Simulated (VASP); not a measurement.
Write the native input for VASP 6.6.1 that does the following.

```
Task                   : single point
Functional             : LDA
Potentials or basis    : VASP PAW LDA potentials, release 64 (Al, N)
Cutoff                 : 520 eV
k mesh                 : 9 × 9 × 6
Occupations            : gaussian, width 0.01 eV
Spin                   : no spin polarisation
Dipole correction      : no
Further INCAR settings : ALGO = Normal; EDIFF = 1e-06; NBANDS = 16
```

The structure of AlN lies in POSCAR:

```
AlN
1.0
    3.1192260000      0.0000000000      0.0000000000
   -1.5596130000      2.7013289562      0.0000000000
    0.0000000000      0.0000000000      4.9810000000
Al N
2 2
Direct
    0.3333333333      0.6666666667     -0.0010973988
    0.6666666667      0.3333333333      0.4989026012
    0.3333333333      0.6666666667      0.3810973988
    0.6666666667      0.3333333333      0.8810973988
```

The input as run:

INCAR

```
ALGO     = Normal         # electronic algorithm
EDIFF    = 1E-6           # SCF threshold, eV
ENCUT    = 520            # plane-wave cutoff, eV
ISIF     = 2              # what is computed and relaxed
ISMEAR   = 0              # smearing method
LASPH    = True           # aspherical terms in the spheres
LCHARG   = False          # write CHGCAR
LREAL    = False          # projectors in reciprocal space
LWAVE    = False          # write WAVECAR
NBANDS   = 16             # bands
NELM     = 100            # most SCF steps
PREC     = Accurate       # precision mode
SIGMA    = 0.01           # smearing width, eV
```

KPOINTS

```
k-points
0
Gamma
  9 9 6
```

Potentials or basis: VASP PAW LDA potentials, release 64 (Al, N).

Launch:

```sh
$ cat potpaw_LDA.64/Al/POTCAR potpaw_LDA.64/N/POTCAR > POTCAR
$ mpirun -np 1 vasp_std > vasp.out
```

Results of the run:

The pressure is -5.0 GPa. The band gap on the k mesh is 4.17 eV.

Caveat: the cell stands under tension.

Run time: 7.9 s on 1 thread of Intel(R) Xeon(R) 6975P-C (Granite Rapids), on a shared host, peak memory 0.14 GiB.
